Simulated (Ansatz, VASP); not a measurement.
TiAl3 in VASP and in Ansatz

Contents of INCAR:

```
  PREC = Accurate
  ENCUT = 520
  EDIFF = 1E-7
  ISMEAR = 0
  SIGMA = 0.15
  LREAL = F
  LASPH = T
  NELM = 80
  ALGO = Fast
  ISIF = 2
  LWAVE = F
  LCHARG = T
  GGA = PS
  LELF = T
  LVHAR = T
  NBANDS = 31
```

The input KPOINTS:

```
Automatic mesh
0
Gamma
  8 8 6
```

File POSCAR:

```
TiAl3
1.0
    1.9077740734     -1.9077740734     -4.2769968073
    1.9077740734     -1.9077740734      4.2769968073
   -3.8155481468     -3.8155481468      0.0000000000
Ti Al
2 6
Direct
    0.5000000000      0.5000000000      0.5000000000
    0.0000000000      0.0000000000      1.0000000000
    0.0000000000      0.0000000000      0.5000000000
    0.5000000000      0.5000000000      1.0000000000
    0.0000000000      0.5000000000      0.2500000000
    0.5000000000      0.0000000000      0.7500000000
    0.5000000000      0.0000000000      0.2500000000
    0.0000000000      0.5000000000      0.7500000000
```

Input for Ansatz:

```yaml
crystal:
  lattice:
    - [1.9077740734, -1.9077740734, -4.2769968073]
    - [1.9077740734, -1.9077740734, 4.2769968073]
    - [-3.8155481468, -3.8155481468, 0.0]
  atoms:
    - { symbol: Ti, position: [0.5, 0.5, 0.5] }
    - { symbol: Ti, position: [0.0, 0.0, 1.0] }
    - { symbol: Al, position: [0.0, 0.0, 0.5] }
    - { symbol: Al, position: [0.5, 0.5, 1.0] }
    - { symbol: Al, position: [0.0, 0.5, 0.25] }
    - { symbol: Al, position: [0.5, 0.0, 0.75] }
    - { symbol: Al, position: [0.5, 0.0, 0.25] }
    - { symbol: Al, position: [0.0, 0.5, 0.75] }
basis:
  ecutwfc: 420
kpoints:
  mp_grid: { grid: [8, 8, 6] }
hamiltonian:
  xc: pbesol
scf:
  occupations: { method: gaussian, width: 0.15 }
output:
  forces: true
  stress: true
  eigenvalues: true
```

Alike in both runs: task single point; functional PBEsol; k mesh 8 × 8 × 6; occupations gaussian, width 0.15 eV; no spin polarisation.

```csv
,VASP,Ansatz
version,VASP 6.6.1,Ansatz 0.2.0
potentials or method,"VASP PAW PBE potentials, release 64 (Ti_sv, Al), cutoff 520 eV","scalar-relativistic, plane waves, PAW"
valence electrons in the cell,42,42
```

|  | VASP | Ansatz | Ansatz less VASP |
| --- | --- | --- | --- |
| gap on the k mesh at the Fermi level (eV) | none | none | - |
| pressure (GPa) | 0.1 | 0.0 | -0.11 |
| traceless stress, the component that is largest in VASP (GPa) | -0.12 | -0.10 | +0.019 |

VASP's potentials were made for PBE, not for PBEsol. A gap of «none» marks a metal or a gap that the smearing closes.
